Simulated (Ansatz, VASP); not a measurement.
Co: VASP beside Ansatz

```
CELL_PARAMETERS angstrom
0.00000 2.45698 2.45698
2.45698 0.00000 2.45698
2.45698 2.45698 0.00000
ATOMIC_POSITIONS crystal
Co 0.50000 0.50000 0.50000
Co 0.75000 0.75000 0.75000
```

Alike in both runs: functional PBE; k mesh 6 × 6 × 6; occupations gaussian, width 0.1 eV; no spin polarisation.

Ansatz relaxed the structure, and its values are those at the end. VASP's run is a single point on that final structure, the one shown.

```csv
,VASP,Ansatz
version,VASP 6.6.1,Ansatz 0.2.0
potentials or method,"VASP PAW PBE potentials, release 64 (Co), cutoff 520 eV","scalar-relativistic, plane waves, PAW"
valence electrons in the cell,18,34
```

VASP gave:

- gap on the k mesh at the Fermi level (eV): none
- pressure (GPa): -0.7

Question: What did Ansatz give for the same quantities?

Answer: gap on the k mesh at the Fermi level (eV): none; pressure (GPa): 0.3.

A gap of «none» marks a metal or a gap that the smearing closes. With one functional, cell and mesh, what is left measures potentials, basis and numerics. VASP's potentials hold 18 valence electrons a cell and Ansatz's 34, so a difference there can come from the potentials and not from the codes.

The k mesh is coarse, so the values compare programs but aren't converged.
